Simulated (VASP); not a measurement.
# GaMo (Pmma) in VASP: a series of runs

Runs on GaMo. Level: PBE. Tasks: relaxation of cell and atoms, single point.

Everything below comes from runs of VASP 6.6.1. Logs are shortened: lines on timing, memory, paths and dates and some standing lists are left out, and cuts for length are marked.

**1. The cell of the first run**

Symmetry: Pmma, No. 51, orthorhombic system. Conventional cell: a = 4.578 Å, b = 3.030 Å, c = 4.674 Å, α = 90.00°, β = 90.00°, γ = 90.00°. Ga (site symmetry mm2) has 8 Mo at 2.78 to 2.81 Å and 6 Ga at 2.88 to 3.71 Å within 3.8 Å. Mo (site symmetry mm2) has 8 Ga at 2.78 to 2.81 Å and 6 Mo at 2.89 to 3.71 Å within 3.8 Å.

**2. Relaxation of cell and atoms, PBE**

Input file INCAR:

```
PREC = Accurate
ENCUT = 600
EDIFF = 1E-7
ISMEAR = 0
SIGMA = 0.1
LREAL = F
LASPH = T
NELM = 80
ALGO = Fast
ISIF = 3
LWAVE = F
LCHARG = F
GGA = PE
IBRION = 2
NSW = 90
EDIFFG = -0.04
```

Input file KPOINTS:

```
Automatic mesh
0
Gamma
  4 6 4
```

Input file POSCAR:

```
GaMo
1.0
    4.5779241791      0.0000000000      0.0000000000
    0.0000000000      3.0295086480      0.0000000000
    0.0000000000      0.0000000000      4.6740990569
Ga Mo
2 2
Direct
    0.7500000000      0.0000000000      0.6870000000
    0.2500000000      0.0000000000      0.3130000000
    0.7500000000      0.5000000000      0.1880000000
    0.2500000000      0.5000000000      0.8120000000
```

Potentials or basis: VASP PAW PBE potentials, release 64 (Ga_d, Mo_sv).

Run with:

```
$ cat potpaw_PBE.64/Ga_d/POTCAR potpaw_PBE.64/Mo_sv/POTCAR > POTCAR
$ mpirun -np 1 vasp_std > vasp.out
```

OUTCAR:

```text
PREC = Accurate
   ENCUT = 600
   EDIFF = 1E-7
   ISMEAR = 0
   LREAL = F
   LASPH = T
   NELM = 80
   ISIF = 3
   GGA = PE
   IBRION = 2
   NSW = 90
   EDIFFG = -0.04

 ion  position               nearest neighbor table
   1  0.750  0.000  0.687-   3 2.78   3 2.78   3 2.79   3 2.79   4 2.81   4 2.81   4 2.81   4 2.81
                             2 2.88   2 2.88
   2  0.250  0.000  0.313-   4 2.78   4 2.78   4 2.79   4 2.79   3 2.81   3 2.81   3 2.81   3 2.81
                             1 2.88   1 2.88
   3  0.750  0.500  0.188-   1 2.78   1 2.78   1 2.79   1 2.79   2 2.81   2 2.81   2 2.81   2 2.81
                             4 2.89   4 2.89
   4  0.250  0.500  0.812-   2 2.78   2 2.78   2 2.79   2 2.79   1 2.81   1 2.81   1 2.81   1 2.81
                             3 2.89   3 2.89

  LATTYP: Found a simple orthorhombic cell.
 ALAT       =     3.0295086480
 B/A-ratio  =     1.5111111111
 C/A-ratio  =     1.5428571429

  Lattice vectors:

 A1 = (   0.0000000000,  -3.0295086480,   0.0000000000)
 A2 = (   4.5779241791,   0.0000000000,   0.0000000000)
 A3 = (   0.0000000000,   0.0000000000,   4.6740990569)

Analysis of symmetry for initial positions (statically):
=====================================================================
 Subroutine PRICEL returns:
 Original cell was already a primitive cell.

 Routine SETGRP: Setting up the symmetry group for a
 simple orthorhombic supercell.

 Subroutine GETGRP returns: Found  8 space group operations
 (whereof  4 operations were pure point group operations)
 out of a pool of  8 trial point group operations.

The static configuration has the point symmetry C_2h.
 The point group associated with its full space group is D_2h.

Analysis of symmetry for dynamics (positions and initial velocities):
=====================================================================
 Subroutine PRICEL returns:
 Original cell was already a primitive cell.

 Routine SETGRP: Setting up the symmetry group for a
 simple orthorhombic supercell.

 Subroutine GETGRP returns: Found  8 space group operations
 (whereof  4 operations were pure point group operations)
 out of a pool of  8 trial point group operations.

The dynamic configuration has the point symmetry C_2h.
 The point group associated with its full space group is D_2h.

 Subroutine INISYM returns: Found  8 space group operations
 (whereof  4 operations are pure point group operations),
 and found     1 'primitive' translations

----------------------------------------------------------------------------------------

                                     Primitive cell

  volume of cell :      64.8244

  direct lattice vectors                    reciprocal lattice vectors
     4.577924179  0.000000000  0.000000000     0.218439616  0.000000000  0.000000000
     0.000000000  3.029508648  0.000000000     0.000000000  0.330086531  0.000000000
     0.000000000  0.000000000  4.674099057     0.000000000  0.000000000  0.213944974

  length of vectors
     4.577924179  3.029508648  4.674099057     0.218439616  0.330086531  0.213944974

  position of ions in fractional coordinates (direct lattice)
     0.750000000  0.000000000  0.687000000
     0.250000000  0.000000000  0.313000000
     0.750000000  0.500000000  0.188000000
     0.250000000  0.500000000  0.812000000

  ion indices of the primitive-cell ions
   primitive index   ion index
                 1           1
                 2           2
                 3           3
                 4           4

----------------------------------------------------------------------------------------

 KPOINTS: Automatic mesh

Automatic generation of k-mesh.
 Grid dimensions read from file:
 generate k-points for:    4    6    4

 Generating k-lattice:

  Cartesian coordinates                     Fractional coordinates (reciprocal lattice)
     0.054609904  0.000000000  0.000000000     0.250000000  0.000000000  0.000000000
     0.000000000  0.055014422  0.000000000     0.000000000  0.166666667  0.000000000
     0.000000000  0.000000000  0.053486243     0.000000000  0.000000000  0.250000000

  Length of vectors
     0.054609904  0.055014422  0.053486243

  Shift w.r.t. Gamma in fractional coordinates (k-lattice)
     0.000000000  0.000000000  0.000000000

 Subroutine IBZKPT returns following result:
 ===========================================

 Found     36 irreducible k-points:

 Following reciprocal coordinates:
            Coordinates               Weight
  0.000000  0.000000  0.000000      1.000000
  0.250000  0.000000  0.000000      2.000000
  0.500000  0.000000  0.000000      1.000000
  0.000000  0.166667  0.000000      2.000000
  0.250000  0.166667  0.000000      4.000000
  0.500000  0.166667  0.000000      2.000000
[... 16 lines left out ...]
  0.250000  0.500000  0.250000      4.000000
  0.500000  0.500000  0.250000      2.000000
 [... further k-points ...]
   k-points           NKPTS =     36   k-points in BZ     NKDIM =     36   number of bands    NBANDS=     32
   number of dos      NEDOS =    301   number of ions     NIONS =      4
   total plane-waves  NPLWV =  38400
   dimension x,y,z NGX =    40 NGY =   24 NGZ =   40
   dimension x,y,z NGXF=    80 NGYF=   48 NGZF=   80
   ions per type =               2   2
   NGX,Y,Z   is equivalent  to a cutoff of  14.53, 13.17, 14.23 a.u.
   NGXF,Y,Z  is equivalent  to a cutoff of  29.05, 26.34, 28.45 a.u.
 SYSTEM =  unknown system
   PREC   = accura    normal or accurate (medium, high low for compatibility)
   ISTART =      0    job   : 0-new  1-cont  2-samecut
   ICHARG =      2    charge: 1-file 2-atom 10-const
   ISPIN  =      1    spin polarized calculation?
   LNONCOLLINEAR =      F non collinear calculations
   LSORBIT =      F    spin-orbit coupling
   LASPH  =      T    aspherical Exc in radial PAW
   ENCUT  =  600.0 eV  44.10 Ry    6.64 a.u.   9.14  6.05  9.34*2*pi/ulx,y,z
   NELM   =     80;   NELMIN=  2; NELMDL= -5     # of ELM steps
   EDIFF  = 0.1E-06   stopping-criterion for ELM
   LREAL  =      F    real-space projection
   EDIFFG = -.4E-01   stopping-criterion for IOM
   NSW    =     90    number of steps for IOM
   IBRION =      2    ionic relax: 0-MD 1-quasi-New 2-CG
   NFREE  =      1    steps in history (QN), initial steepest desc. (CG)
   ISIF   =      3    stress and relaxation
   ISYM   =      2    0-nonsym 1-usesym 2-fastsym
   POTIM  = 0.5000    time-step for ionic-motion
   TEBEG  =    0.0;   TEEND  =   0.0 temperature during run
   PSTRESS=    0.0 pullay stress
   NELECT =      54.0000    total number of electrons
   NUPDOWN=      -1.0000    fix difference up-down
   EMIN   =  10.00;   EMAX   =-10.00  energy-range for DOS
   EFERMI =   0.00;   METHOD = LEGACY
   ISMEAR =     0;   SIGMA  =   0.10  broadening in eV -4-tet -1-fermi 0-gaus
   EFERMI_NEDOS =   21; number of points for ismear=-14 and -15
   IALGO  =     68    algorithm
   IMIX   =      4    mixing-type and parameters
     AMIX     =   0.40;   BMIX     =  1.00
     AMIX_MAG =   1.60;   BMIX_MAG =  1.00
  volume/ion in A,a.u.               =      16.21       109.36
  Fermi-wavevector in a.u.,A,eV,Ry     =   1.540375  2.910887 32.283302  2.372756
  Thomas-Fermi vector in A             =   2.646471
   LORBIT       =      0    0 simple, 1 ext, 2 COOP (PROOUT), +10 PAW based schemes
   GGA     = PE    functional components
   LHFCALC =     F    Hartree Fock is set to
   AEXX    =    0.0000 exact exchange contribution
   IVDW    =     0    specifies the selected vdW correction
   LEPSILON=     F    determine dielectric tensor
   LRPA    =     F    only Hartree local field effects (RPA)
 conjugate gradient relaxation of ions
 non-spin polarized calculation
 RMM-DIIS sequential band-by-band and
 Gauss-broadening in eV      SIGMA  =   0.10
  energy-cutoff  :      600.00
  volume of cell :       64.82
 maximum number of plane-waves:      2188
 NGX is ok and might be reduce to    40
   NGX = 19   NGY = 13   NGZ = 19

--------------------------------------- Ionic step        1  -------------------------------------------

 number of electron      54.0000016 magnetization

 Free energy of the ion-electron system (eV)
  ---------------------------------------------------
  ext. energy  EPLUGINS =         0.00000000
  ---------------------------------------------------
  free energy    TOTEN  =       -27.17215286 eV

  energy without entropy =      -27.15530483  energy(sigma->0) =      -27.16372884

------------------------ aborting loop because EDIFF is reached ----------------------------------------

  FORCE on cell =-STRESS in cart. coord.  units (eV):
  Direction    XX          YY          ZZ          XY          YZ          ZX
  --------------------------------------------------------------------------------------
  -------------------------------------------------------------------------------------
  Total       -3.9378879     -4.2573519     -3.3054047      0.0000000      0.0000000      0.0000000
  in kB      -97.3274240   -105.2231816    -81.6951965      0.0000000      0.0000000      0.0000000
  external PRESSURE =     -94.7486007 kB  Pullay stress =       0.0000000 kB
[... 95 lines left out ...]
  FREE ENERGIE OF THE ION-ELECTRON SYSTEM (eV)
  ---------------------------------------------------
  free  energy   TOTEN  =       -27.3226501252 eV

  energy  without entropy=      -27.3058610340  energy(sigma->0) =      -27.31425558

 E-fermi :   9.9861     XC(G=0): -12.6912

 val. band max:        9.9619624082   @ k =   0.2500   0.3333   0.0000
 cond. band min:      10.0645374065   @ k =   0.0000   0.5000   0.5000
 fundamental gap:      0.1025749983
 Fermi energy:         9.9861365984

 k-point     1 :       0.0000    0.0000    0.0000
  band No.  band energies     occupation
      1     -51.0273      2.00000
      2     -50.9249      2.00000
      3     -25.3596      2.00000
      4     -25.2256      2.00000
      5     -24.9893      2.00000
      6     -24.8194      2.00000
[... 829 lines left out ...]
     31      13.0743      0.00000
     32      13.0766      0.00000

 [... further k-points ...]

[... ionic steps 4 to 17 ...]

--------------------------------------- Ionic step       18  -------------------------------------------

 number of electron      53.9999993 magnetization

------------------------ aborting loop because EDIFF is reached ----------------------------------------
[... 71 lines left out ...]
--------------------------------------- Ionic step       20  -------------------------------------------

 number of electron      53.9999995 magnetization

 Free energy of the ion-electron system (eV)
  ---------------------------------------------------
  ext. energy  EPLUGINS =         0.00000000
  ---------------------------------------------------
  free energy    TOTEN  =       -27.48308583 eV

  energy without entropy =      -27.46652555  energy(sigma->0) =      -27.47480569

 E-fermi :  10.3779     XC(G=0): -12.8139

 val. band max:       10.3765840937   @ k =   0.0000   0.3333   0.0000
 cond. band min:      10.4061485521   @ k =   0.2500   0.5000   0.0000
 fundamental gap:      0.0295644585
 Fermi energy:        10.3779023443

 k-point     1 :       0.0000    0.0000    0.0000
  band No.  band energies     occupation
      1     -50.7588      2.00000
      2     -50.6649      2.00000
      3     -25.0791      2.00000
      4     -24.9493      2.00000
      5     -24.7497      2.00000
      6     -24.5344      2.00000
[... 829 lines left out ...]
     31      13.4072      0.00000
     32      13.4074      0.00000

 [... further k-points ...]

------------------------ aborting loop because EDIFF is reached ----------------------------------------

  FORCE on cell =-STRESS in cart. coord.  units (eV):
  Direction    XX          YY          ZZ          XY          YZ          ZX
  --------------------------------------------------------------------------------------
  -------------------------------------------------------------------------------------
  Total        0.0000341     -0.0287481      0.1499836      0.0000000      0.0000000      0.0000000
  in kB        0.0008911     -0.7518319      3.9224322      0.0000000      0.0000000      0.0000000
  external PRESSURE =       1.0571638 kB  Pullay stress =       0.0000000 kB
[... 19 lines left out ...]
  FREE ENERGIE OF THE ION-ELECTRON SYSTEM (eV)
  ---------------------------------------------------
  free  energy   TOTEN  =       -27.4830858312 eV

  energy  without entropy=      -27.4665255504  energy(sigma->0) =      -27.47480569

 reached required accuracy - stopping structural energy minimisation
```

It took 14 min on 1 thread of Intel Xeon 6975P-C (Granite Rapids), shared host; peak memory 0.25 GiB.

Results:

| Item | Value |
| --- | --- |
| Free energy | -27.4831 eV |
| Relaxed volume | 15.32 Å³/atom |
| Relaxed cell | a = 4.618 Å, b = 2.740 Å, c = 4.842 Å, α = 90.00°, β = 90.00°, γ = 90.00° |
| Space group after relaxing (to 0.1 Å) | Pmma (No. 51) |
| Energy gained by relaxing | 77.7 meV/atom |
| Ionic steps | 20 |
| Pressure after relaxing | 0.1 GPa |
| Largest force after relaxing | 0.014 eV/Å |
| Band gap on the k mesh | zero (bands 27 and 28 overlap by 1.72 eV) |

Forces on the atoms (eV/Å):
```
Ga   0.000  0.000 -0.008
Ga   0.000  0.000  0.008
Mo   0.000  0.000 -0.014
Mo   0.000  0.000  0.014
```

Step by step:
| step | energy change (eV) | largest force (eV/Å) | pressure (GPa) | volume (Å³) |
| --- | --- | --- | --- | --- |
| 1 | 0.0000 | 0.9495 | -9.47 | 64.82 |
| 2 | 0.0964 | 0.5130 | 18.57 | 56.24 |
| 3 | -0.1505 | 0.5600 | 0.85 | 60.83 |
| 4 | -0.1506 | 0.5497 | 1.09 | 60.75 |
| 5 | -0.1815 | 0.2563 | 0.64 | 61.03 |
| 6 | -0.1931 | 0.4821 | 0.31 | 61.31 |
| 7 | -0.2188 | 0.3240 | -1.15 | 61.77 |
| 8 | -0.2404 | 0.1024 | -3.50 | 62.61 |
| 9 | -0.2495 | 0.0780 | -3.23 | 62.50 |
| 10 | -0.2705 | 0.0310 | -2.32 | 62.15 |
| 11 | -0.2748 | 0.1016 | -0.03 | 61.40 |
| 12 | -0.2796 | 0.0375 | -1.22 | 61.77 |
| 13 | -0.2877 | 0.0198 | -0.78 | 61.60 |
| 14 | -0.3014 | 0.0824 | 0.41 | 61.16 |
| 15 | -0.2947 | 0.2159 | 3.30 | 60.26 |
| 16 | -0.3046 | 0.1275 | 1.34 | 60.84 |
| 17 | -0.3089 | 0.0735 | 0.45 | 61.14 |
| 18 | -0.3101 | 0.0256 | -0.34 | 61.43 |
| 19 | -0.3107 | 0.0174 | -0.14 | 61.35 |
| 20 | -0.3109 | 0.0135 | 0.11 | 61.26 |

Final structure:
```cif
data_structure
_symmetry_space_group_name_H-M 'P 1'
_symmetry_Int_Tables_number 1
_cell_length_a 4.6183
_cell_length_b 2.7396
_cell_length_c 4.8421
_cell_angle_alpha 90.000
_cell_angle_beta 90.000
_cell_angle_gamma 90.000
_cell_volume 61.26
loop_
_atom_site_label
_atom_site_type_symbol
_atom_site_fract_x
_atom_site_fract_y
_atom_site_fract_z
_atom_site_occupancy
Ga1 Ga 0.75000 0.00000 0.66462 1
Ga2 Ga 0.25000 0.00000 0.33538 1
Mo1 Mo 0.75000 0.50000 0.15985 1
Mo2 Mo 0.25000 0.50000 0.84015 1
```

**3. Single point, PBE**

This run uses another cell than the first one, of 15.33 Å³/atom.

Input file INCAR:

```
PREC = Accurate ; ENCUT = 520
EDIFF = 1E-7 ; ISMEAR = 0
SIGMA = 0.1 ; LREAL = F
LASPH = T ; NELM = 60
ALGO = Fast ; ISIF = 2
LWAVE = F ; LCHARG = F
GGA = PE ; NBANDS = 35
```

Input file KPOINTS:

```
regular mesh
0
Gamma
  10 16 10
```

Input file POSCAR:

```
GaMo
1.0
    4.5853927957      0.0000000000      0.0000000000
    0.0000000000      2.7489672349      0.0000000000
    0.0000000000      0.0000000000      4.8661072379
Ga Mo
2 2
Direct
    0.7500000000      0.0000000000      0.6592840553
    0.2500000000      0.0000000000      0.3407159447
    0.7500000000      0.5000000000      0.1528066284
    0.2500000000      0.5000000000      0.8471933716
```

Potentials or basis: VASP PAW PBE potentials, release 64 (Ga_d, Mo_sv).

Run with:

```
$ cat potpaw_PBE.64/Ga_d/POTCAR potpaw_PBE.64/Mo_sv/POTCAR > POTCAR
$ mpirun -np 1 vasp_std > vasp.out
```

It took 4.5 min on 1 thread of Intel Xeon 6975P-C (Granite Rapids), shared host; peak memory 0.61 GiB.

Results (log left out):

```
Free energy            : -27.4259 eV
Pressure               : 0.5 GPa
Largest force          : 0.009 eV/Å
Band gap on the k mesh : zero (bands 27 and 28 overlap by 2.17 eV)
```

Forces on the atoms (eV/Å):
```
Ga   0.000  0.000 -0.009
Ga   0.000  0.000  0.009
Mo   0.000  0.000  0.005
Mo   0.000  0.000 -0.005
```

Levels at points of the mesh, in eV from the Fermi level:
```tsv
k point	band 23	band 24	band 25	band 26	band 27	band 28	band 29	band 30	band 31	band 32
(0.00, 0.00, 0.00)	-3.05	-3.02	-1.71	-0.73	0.54	0.66	1.12	1.63	1.87	2.38
(0.50, 0.00, 0.00)	-2.72	-2.72	-2.10	-2.10	0.71	0.71	0.78	0.78	2.00	2.00
(0.00, 0.50, 0.00)	-3.96	-3.84	-1.57	-1.25	0.09	0.23	1.14	3.15	3.75	3.82
(0.50, 0.50, 0.00)	-4.19	-4.19	-1.59	-1.59	1.02	1.02	1.35	1.35	3.70	3.70
(0.00, 0.00, 0.50)	-3.80	-2.73	-2.10	-1.51	0.69	0.95	1.11	1.11	1.52	2.32
(0.50, 0.00, 0.50)	-2.84	-2.84	-2.34	-2.34	0.43	0.43	1.36	1.36	2.16	2.16
(0.00, 0.50, 0.50)	-3.58	-2.52	-1.48	-1.11	-0.87	-0.03	0.94	1.16	2.85	3.70
(0.50, 0.50, 0.50)	-2.60	-2.60	-1.27	-1.27	-0.35	-0.35	0.41	0.41	2.88	2.88
```

The gap in the log of VASP goes by the Fermi energy; the results here count the filled bands.